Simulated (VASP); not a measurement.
Input of a VASP 6.6.1 run:

Contents of INCAR:

```
ALGO = Normal ; EDIFF = 1E-6
ENCUT = 520 ; GGA = CA
ISIF = 2 ; ISMEAR = 0
LASPH = True ; LCHARG = True
LELF = True ; LREAL = False
LVHAR = True ; LWAVE = False
NBANDS = 24 ; NELM = 100
PREC = Accurate ; SIGMA = 0.01
```

File KPOINTS:

```
k-points
0
Gamma
  5 5 4
```

Contents of POSCAR:

```
SrO
1.0
    4.2754662700      0.0000000000      0.0000000000
   -2.1377331300      3.7026624000      0.0000000000
    0.0000000000      0.0000000000      5.1555949900
Sr O
2 2
Direct
    0.3333333333      0.6666666667      0.9381277000
    0.6666666667      0.3333333333      0.4381277000
    0.3333333333      0.6666666667      0.4368723000
    0.6666666667      0.3333333333      0.9368723000
```

Potentials or basis: VASP PAW LDA potentials, release 64 (Sr_sv, O).

The run is started by

```console
$ cat potpaw_LDA.64/Sr_sv/POTCAR potpaw_LDA.64/O/POTCAR > POTCAR
$ mpirun -np 1 vasp_std > vasp.out
```

(1) Estimate the largest force.

(2) Predict the band gap on the k mesh.

(3) What does it give for the pressure?

Results:

(1) 0.012 eV/Å.

(2) 2.45 eV, direct.

(3) -4.0 GPa.
